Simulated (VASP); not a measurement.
# Na (P-1) in VASP: notebook, part 2 of 2

VASP 6.6.1. The steps go on from the part before.

## (3) Single point, LDA (atoms displaced along several vibrational modes)

INCAR reads:

```
PREC = Accurate
ENCUT = 520
EDIFF = 1E-6
ISMEAR = 0
SIGMA = 0.15
LREAL = False
LASPH = True
NELM = 80
ALGO = Fast
ISIF = 2
LWAVE = False
LCHARG = False
GGA = CA
NBANDS = 14
```

KPOINTS reads:

```
Automatic mesh
0
Gamma
  15 15 8
```

POSCAR reads:

```
Na
1.0
    3.6209798977      0.0000000000      0.0000000000
   -1.8104899489      3.1358605780      0.0000000000
    0.0000000000      0.0000000000      5.8981745703
Na
2
Direct
    0.2689032601      0.6666666667      0.2007135646
    0.7310967399      0.3333333333      0.7992864354
```

Potentials or basis: VASP PAW LDA potentials, release 64 (Na_pv).

On the command line:

```console
> cat potpaw_LDA.64/Na_pv/POTCAR > POTCAR
> mpirun -np 1 vasp_std > vasp.out
```

OUTCAR:

```text
PREC = Accurate
   ENCUT = 520
   EDIFF = 1E-6
   ISMEAR = 0
   LREAL = False
   LASPH = True
   NELM = 80
   ISIF = 2
   GGA = CA

 ion  position               nearest neighbor table
   1  0.269  0.667  0.201-
   2  0.731  0.333  0.799-

  LATTYP: Found a hexagonal cell.
 ALAT       =     3.6209798977
 C/A-ratio  =     1.6288890679

  Lattice vectors:

 A1 = (   3.6209798977,   0.0000000000,   0.0000000000)
 A2 = (  -1.8104899489,   3.1358605780,   0.0000000000)
 A3 = (   0.0000000000,   0.0000000000,   5.8981745703)

Analysis of symmetry for initial positions (statically):
=====================================================================
 Subroutine PRICEL returns:
 Original cell was already a primitive cell.

 Routine SETGRP: Setting up the symmetry group for a
 hexagonal supercell.

 Subroutine GETGRP returns: Found  2 space group operations
 (whereof  2 operations were pure point group operations)
 out of a pool of 24 trial point group operations.

The static configuration has the point symmetry S_2 .

Analysis of symmetry for dynamics (positions and initial velocities):
=====================================================================
 Subroutine PRICEL returns:
 Original cell was already a primitive cell.

 Routine SETGRP: Setting up the symmetry group for a
 hexagonal supercell.

 Subroutine GETGRP returns: Found  2 space group operations
 (whereof  2 operations were pure point group operations)
 out of a pool of 24 trial point group operations.

The dynamic configuration has the point symmetry S_2 .

 Subroutine INISYM returns: Found  2 space group operations
 (whereof  2 operations are pure point group operations),
 and found     1 'primitive' translations

----------------------------------------------------------------------------------------

                                     Primitive cell

  volume of cell :      66.9731

  direct lattice vectors                    reciprocal lattice vectors
     3.620979898  0.000000000  0.000000000     0.276168338  0.159445864  0.000000000
    -1.810489949  3.135860578  0.000000000     0.000000000  0.318891728  0.000000000
     0.000000000  0.000000000  5.898174570     0.000000000  0.000000000  0.169543981

  length of vectors
     3.620979898  3.620979898  5.898174570     0.318891728  0.318891728  0.169543981

  position of ions in fractional coordinates (direct lattice)
     0.268903260  0.666666667  0.200713565
     0.731096740  0.333333333  0.799286435

  ion indices of the primitive-cell ions
   primitive index   ion index
                 1           1
                 2           2

----------------------------------------------------------------------------------------

 KPOINTS: Automatic mesh

Automatic generation of k-mesh.
 Grid dimensions read from file:
 generate k-points for:   15   15    8

 Generating k-lattice:

  Cartesian coordinates                     Fractional coordinates (reciprocal lattice)
     0.018411223  0.010629724  0.000000000     0.066666667 -0.000000000  0.000000000
     0.000000000  0.021259449  0.000000000     0.000000000  0.066666667  0.000000000
     0.000000000  0.000000000  0.021192998     0.000000000  0.000000000  0.125000000

  Length of vectors
     0.021259449  0.021259449  0.021192998

  Shift w.r.t. Gamma in fractional coordinates (k-lattice)
     0.000000000  0.000000000  0.000000000

 Subroutine IBZKPT returns following result:
 ===========================================

 Found    901 irreducible k-points:

 Following reciprocal coordinates:
            Coordinates               Weight
  0.000000  0.000000  0.000000      1.000000
  0.066667  0.000000  0.000000      2.000000
  0.000000  0.066667  0.000000      2.000000
 -0.066667  0.066667  0.000000      2.000000
  0.133333  0.000000  0.000000      2.000000
  0.000000  0.133333  0.000000      2.000000
[... 16 lines left out ...]
  0.066667  0.066667  0.000000      2.000000
 -0.066667  0.133333  0.000000      2.000000
 [... further k-points ...]
   k-points           NKPTS =    901   k-points in BZ     NKDIM =    901   number of bands    NBANDS=     14
   number of dos      NEDOS =    301   number of ions     NIONS =      2
   total plane-waves  NPLWV =  37632
   dimension x,y,z NGX =    28 NGY =   28 NGZ =   48
   dimension x,y,z NGXF=    56 NGYF=   56 NGZF=   96
   ions per type =               2
   NGX,Y,Z   is equivalent  to a cutoff of  12.86, 12.86, 13.53 a.u.
   NGXF,Y,Z  is equivalent  to a cutoff of  25.71, 25.71, 27.06 a.u.
 SYSTEM =  unknown system
   PREC   = accura    normal or accurate (medium, high low for compatibility)
   ISTART =      0    job   : 0-new  1-cont  2-samecut
   ICHARG =      2    charge: 1-file 2-atom 10-const
   ISPIN  =      1    spin polarized calculation?
   LNONCOLLINEAR =      F non collinear calculations
   LSORBIT =      F    spin-orbit coupling
   LASPH  =      T    aspherical Exc in radial PAW
   ENCUT  =  520.0 eV  38.22 Ry    6.18 a.u.   6.73  6.73 10.97*2*pi/ulx,y,z
   NELM   =     80;   NELMIN=  2; NELMDL= -5     # of ELM steps
   EDIFF  = 0.1E-05   stopping-criterion for ELM
   LREAL  =      F    real-space projection
[... 7 lines left out ...]
   TEBEG  =    0.0;   TEEND  =   0.0 temperature during run
   PSTRESS=    0.0 pullay stress
   NELECT =      14.0000    total number of electrons
   NUPDOWN=      -1.0000    fix difference up-down
   EMIN   =  10.00;   EMAX   =-10.00  energy-range for DOS
   EFERMI =   0.00;   METHOD = LEGACY
   ISMEAR =     0;   SIGMA  =   0.15  broadening in eV -4-tet -1-fermi 0-gaus
   EFERMI_NEDOS =   21; number of points for ismear=-14 and -15
   IALGO  =     68    algorithm
   IMIX   =      4    mixing-type and parameters
     AMIX     =   0.40;   BMIX     =  1.00
     AMIX_MAG =   1.60;   BMIX_MAG =  1.00
  volume/ion in A,a.u.               =      33.49       225.98
  Fermi-wavevector in a.u.,A,eV,Ry     =   0.971592  1.836043 12.843783  0.943991
  Thomas-Fermi vector in A             =   2.101822
   LORBIT       =      0    0 simple, 1 ext, 2 COOP (PROOUT), +10 PAW based schemes
   GGA     = CA    functional components
   LHFCALC =     F    Hartree Fock is set to
   AEXX    =    0.0000 exact exchange contribution
   IVDW    =     0    specifies the selected vdW correction
   LEPSILON=     F    determine dielectric tensor
   LRPA    =     F    only Hartree local field effects (RPA)
 non-spin polarized calculation
 RMM-DIIS sequential band-by-band and
 Gauss-broadening in eV      SIGMA  =   0.15
  energy-cutoff  :      520.00
  volume of cell :       66.97
 maximum number of plane-waves:      1834
   NGX = 13   NGY = 13   NGZ = 21

 number of electron      13.9999999 magnetization

 Free energy of the ion-electron system (eV)
  ---------------------------------------------------
  ext. energy  EPLUGINS =         0.00000000
  ---------------------------------------------------
  free energy    TOTEN  =        -2.74469877 eV

  energy without entropy =       -2.73413077  energy(sigma->0) =       -2.73941477

 E-fermi :   0.4664     XC(G=0):  -6.9787

 val. band max:        0.4570716622   @ k =  -0.4667  -0.1333   0.0000
 cond. band min:       0.4830875679   @ k =   0.3333   0.0000   0.3750
 fundamental gap:      0.0260159058
 Fermi energy:         0.4664418482

 k-point     1 :       0.0000    0.0000    0.0000
  band No.  band energies     occupation
      1     -24.5652      2.00000
      2     -24.4902      2.00000
      3     -24.4651      2.00000
      4     -24.4633      2.00000
      5     -24.4633      2.00000
      6     -24.4534      2.00000
      7      -3.0729      2.00000
      8       1.1887      0.00000
      9       1.4559      0.00000
     10      10.7320      0.00000
     11      10.9603      0.00000
     12      11.0052      0.00000
     13      11.3822      0.00000
     14      11.8081      0.00000

 k-point     2 :       0.0667    0.0000    0.0000
  band No.  band energies     occupation
      1     -24.5648      2.00000
      2     -24.4926      2.00000
      3     -24.4669      2.00000
      4     -24.4646      2.00000
      5     -24.4618      2.00000
      6     -24.4536      2.00000
      7      -3.0021      2.00000
      8       1.2503      0.00000
      9       1.5236      0.00000
     10       9.5437      0.00000
[... 362 lines left out ...]
 k-point    24 :      -0.0667    0.1333    0.0000
  band No.  band energies     occupation
      1     -24.5640      2.00000
      2     -24.4927      2.00000
      3     -24.4722      2.00000
      4     -24.4670      2.00000
      5     -24.4620      2.00000
      6     -24.4533      2.00000
      7      -2.8611      2.00000
      8       1.3735      0.00000
      9       1.6597      0.00000
     10       8.6925      0.00000
     11       8.8392      0.00000
     12      11.1575      0.00000
     13      11.8083      0.00000
     14      12.5138      0.00000

 [... further k-points ...]
[... 5 lines left out ...]
  --------------------------------------------------------------------------------------
  -------------------------------------------------------------------------------------
  Total        0.2198504      0.2880796      0.6084979      0.2647885      0.0869311      0.1939308
  in kB        5.2594149      6.8916406     14.5569101      6.3344555      2.0796255      4.6393463
  external PRESSURE =       8.9026552 kB  Pullay stress =       0.0000000 kB

 VOLUME and BASIS-vectors are now :
 -----------------------------------------------------------------------------
  energy-cutoff  :      520.00
  volume of cell :       66.97
      direct lattice vectors                 reciprocal lattice vectors
     3.620979898  0.000000000  0.000000000     0.276168338  0.159445864  0.000000000
    -1.810489949  3.135860578  0.000000000     0.000000000  0.318891728  0.000000000
     0.000000000  0.000000000  5.898174570     0.000000000  0.000000000  0.169543981

 POSITION                                       TOTAL-FORCE (eV/Angst)
 -----------------------------------------------------------------------------------
     -0.23330      2.09057      1.18384         0.105400      0.047143      0.561308
      2.04379      1.04529      4.71433        -0.105400     -0.047143     -0.561308
 -----------------------------------------------------------------------------------
    total drift:                               -0.000000      0.000000     -0.000000

  FREE ENERGIE OF THE ION-ELECTRON SYSTEM (eV)
  ---------------------------------------------------
  free  energy   TOTEN  =        -2.7446987747 eV

  energy  without entropy=       -2.7341307650  energy(sigma->0) =       -2.73941477
```

It took 14 min on 1 thread of Intel Xeon 8259CL, shared host; peak memory 0.65 GiB.

What came out:

- Free energy: -2.7447 eV
- Pressure: 0.9 GPa
- Largest force: 0.573 eV/Å
- Band gap on the k mesh: zero (bands 7 and 8 overlap by 3.89 eV)

Forces on the atoms (eV/Å):
```
Na   0.105  0.047  0.561
Na  -0.105 -0.047 -0.561
```

Caveat: the cell differs from its parent crystal (atoms displaced along several vibrational modes).

The gap in the log of VASP goes by the Fermi energy; the results here count the filled bands.